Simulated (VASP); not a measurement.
LaRh3C, 5 atoms in the cell. The structure is cubic, space group Pm-3m (No. 221). The conventional cell has a = 4.267 Å, b = 4.267 Å, c = 4.267 Å, α = 90.00°, β = 90.00°, γ = 90.00°. Within 4.0 Å of La (site symmetry m-3m) lie 12 Rh at 3.02 Å and 8 C at 3.70 Å. Rh (site symmetry 4/mmm) has 2 C at 2.13 Å within 2.8 Å. Within 2.8 Å of C (site symmetry m-3m) lie 6 Rh at 2.13 Å. 

```yaml
Program: VASP 6.6.1
Task: single point
Functional: PBEsol
Potentials_or_basis: VASP PAW PBE potentials, release 64 (La, Rh_pv, C)
Cutoff: 520 eV
k_mesh: 6 × 6 × 6
Occupations: fermi-dirac, width 0.1 eV
Spin: no spin polarisation
Dipole_correction: no
Further_INCAR_settings: ALGO = Normal; EDIFF = 1e-07; NBANDS = 38
```

Potentials or basis: VASP PAW PBE potentials, release 64 (La, Rh_pv, C).

The run is started by

```sh
$ cat potpaw_PBE.64/La/POTCAR potpaw_PBE.64/Rh_pv/POTCAR potpaw_PBE.64/C/POTCAR > POTCAR
$ mpirun -np 1 vasp_std > vasp.out
```

Hardware: 1 thread of Intel(R) Xeon(R) Platinum 8375C CPU @ 2.90GHz (Ice Lake) (shared host).

Task: How long does it take, and how much memory?

Result: Wall time 86 s on 1 thread of Intel(R) Xeon(R) Platinum 8375C CPU @ 2.90GHz (Ice Lake), on a shared host, peak memory 0.22 GiB. Counts: scf iterations 16, k points 20.
